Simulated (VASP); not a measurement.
Here is a VASP 6.6.1 calculation.

File POSCAR:

```
CsI
1.0
    4.5140146828      0.0000000000      0.0000000000
    0.0000000000      4.5140146828      0.0000000000
    0.0000000000      0.0000000000      4.5140146828
Cs I
1 1
Direct
    0.0000000000      0.0000000000      0.0000000000
    0.5000000000      0.5000000000      0.5000000000
```

The input INCAR.step1:

```
ALGO = Normal ; EDIFF = 1E-5
ENCUT = 550 ; GGA = PE
GGA_COMPAT = F ; ISMEAR = 0
LASPH = T ; LCHARG = F
LREAL = F ; LWAVE = T
NBANDS = 15 ; NELM = 120
PREC = Accurate ; SIGMA = 0.01
```

INCAR.step2

```
ALGO = Normal ; EDIFF = 1E-6
ENCUT = 550 ; GGA_COMPAT = F
ISIF = 2 ; ISMEAR = 0
ISTART = 1 ; LASPH = T
LCHARG = F ; LMIXTAU = T
LREAL = F ; LWAVE = F
METAGGA = R2SCAN ; NBANDS = 15
NELM = 120 ; PREC = Accurate
SIGMA = 0.01
```

The input KPOINTS:

```
k-points
0
Gamma
  4 4 4
```

Potentials or basis: VASP PAW PBE potentials, release 64 (Cs_sv, I).

Run with:

```sh
$ cat potpaw_PBE.64/Cs_sv/POTCAR potpaw_PBE.64/I/POTCAR > POTCAR
$ cp INCAR.step1 INCAR
$ mpirun -np 1 vasp_std > vasp.out
$ cp INCAR.step2 INCAR
$ mpirun -np 1 vasp_std > vasp.out
```

Task: What does it give for the pressure?

Result: 1.0 GPa.

Task: Predict the band gap on the k mesh.

Result: 4.55 eV (least direct gap 4.63 eV).

Caveat: the PAW data sets were made with another functional, which shifts forces and pressure a little; spin-orbit coupling is left out, which moves the levels of the heavy elements. A k mesh can miss the band edges.
